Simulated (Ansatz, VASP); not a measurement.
# MgO: VASP beside Ansatz

```
Mg O
1.0
     2.98179    0.00000    0.00000
    -1.49090    2.50598    0.00000
     0.00000    0.00000    2.67979
Mg O
1 1
Direct
  0.00000 0.00000 0.00000
  0.33333 0.66667 0.50000
```

Change from the starting cell: strain +0.0150 x Voigt [1, -1, 0, 0, 0, 0], atoms carried along.

Alike in both runs: task single point; functional PBE; k mesh 12 × 12 × 8; occupations gaussian, width 0.05 eV; no spin polarisation.

|  | VASP | Ansatz |
| --- | --- | --- |
| version | VASP 6.6.1 | Ansatz 0.2.0 |
| potentials or method | VASP PAW PBE potentials, release 64 (Mg, O), cutoff 520 eV | scalar-relativistic, plane waves, PAW |
| valence electrons in the cell | 8 | 16 |

```csv
,VASP,Ansatz,Ansatz less VASP
gap on the k mesh at the Fermi level (eV),2.99,3.02,+0.021
least direct gap on the mesh (eV),3.40,3.42,+0.018
pressure (GPa),-0.5,0.1,+0.63
"traceless stress, the component that is largest in VASP (GPa)",3.50,3.42,-0.081
rms of the force components (eV/Å),0.004,0.003,-0.0005
```

Atom by atom the forces differ by 0.001 eV/Å (rms over components). With one functional, cell and mesh, what is left measures potentials, basis and numerics. VASP's potentials hold 8 valence electrons a cell and Ansatz's 16, so a difference there can come from the potentials and not from the codes.
